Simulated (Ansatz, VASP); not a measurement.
## Be2C in VASP and in Ansatz

INCAR

```
  ALGO = Normal
  EDIFF = 1E-6
  ENCUT = 600
  GGA = PS
  GGA_COMPAT = False
  ISIF = 2
  ISMEAR = 0
  LASPH = True
  LCHARG = False
  LREAL = False
  LWAVE = False
  NBANDS = 11
  NELM = 120
  PREC = Accurate
  SIGMA = 0.01
```

File KPOINTS:

```
k-points
0
Gamma
  3 3 3
```

POSCAR

```
Be2C
1.0
    3.0617720000      0.0000000000      0.0000000000
    1.5308860000      2.6515723326      0.0000000000
    1.5308860000      0.8838574442      2.4999263696
Be C
2 1
Direct
    0.2500000000      0.2500000000      0.2500000000
    0.7500000000      0.7500000000      0.7500000000
    0.0000000000      0.0000000000      0.0000000000
```

Input for Ansatz:

```yaml
crystal:
  lattice:
    - [3.061772, 0.0, 0.0]
    - [1.5308860000000004, 2.651572332595888, 0.0]
    - [1.5308860000000004, 0.8838574441986295, 2.4999263695802454]
  atoms:
    - { symbol: Be, position: [0.25, 0.24999999999999997, 0.25] }
    - { symbol: Be, position: [0.7500000000000002, 0.75, 0.75] }
    - { symbol: C, position: [0.0, 0.0, 0.0] }
accuracy: low
kpoints:
  mp_grid:
    grid: [3, 3, 3]
hamiltonian:
  xc: pbesol
scf:
  mixing:
    algorithm: anderson
    beta: 0.1
  occupations:
    method: fixed
output:
  eigenvalues: true
```

Alike in both runs: task single point; functional PBEsol; k mesh 3 × 3 × 3; no spin polarisation.

|  | VASP | Ansatz |
| --- | --- | --- |
| version | VASP 6.6.1 | Ansatz 0.2.0 |
| potentials or method | VASP PAW PBE potentials, release 64 (Be, C) | plane waves, PAW |
| plane-wave cutoff (eV) | 600 | 420 |
| occupations | gaussian, width 0.01 eV | fixed |
| valence electrons in the cell | 8 | 8 |

|  | VASP | Ansatz | Ansatz less VASP |
| --- | --- | --- | --- |
| gap on the k mesh at the Fermi level (eV) | 2.26 | 2.27 | +0.012 |

VASP's potentials were made for PBE, not for PBEsol.

The k mesh is coarse, so the values compare programs but aren't converged.
